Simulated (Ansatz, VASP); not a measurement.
# One calculation of AlGa3N4, two programs

```
Al Ga N
1.0
     4.47555    0.00000    0.00000
     0.00000    4.47555    0.00000
     0.00000    0.00000    4.47555
Al Ga N
1 3 4
Direct
  0.00000 0.00000 0.00000
  0.50000 0.50000 0.00000
  0.50000 0.00000 0.50000
  0.00000 0.50000 0.50000
  0.75502 0.75502 0.24498
  0.75502 0.24498 0.75502
  0.24498 0.75502 0.75502
  0.24498 0.24498 0.24498
```

Alike in both runs: task single point; functional PBEsol; k mesh 6 × 6 × 6; occupations gaussian, width 0.02 eV; no spin polarisation.

|  | VASP | Ansatz |
| --- | --- | --- |
| version | VASP 6.6.1 | Ansatz 0.2.0 |
| potentials or method | VASP PAW PBE potentials, release 64 (Al, Ga_d, N), cutoff 520 eV | scalar-relativistic, plane waves, PAW |
| valence electrons in the cell | 62 | 62 |

Ansatz gave:

| Quantity | Value |
| --- | --- |
| gap on the k mesh at the Fermi level (eV) | 2.25 |
| least direct gap on the mesh (eV) | 2.25 |
| pressure (GPa) | -1.0 |

Question: What did VASP give for the same quantities?

Answer: gap on the k mesh at the Fermi level (eV): 2.27; least direct gap on the mesh (eV): 2.27; pressure (GPa): -1.2.

VASP's potentials were made for PBE, not for PBEsol.
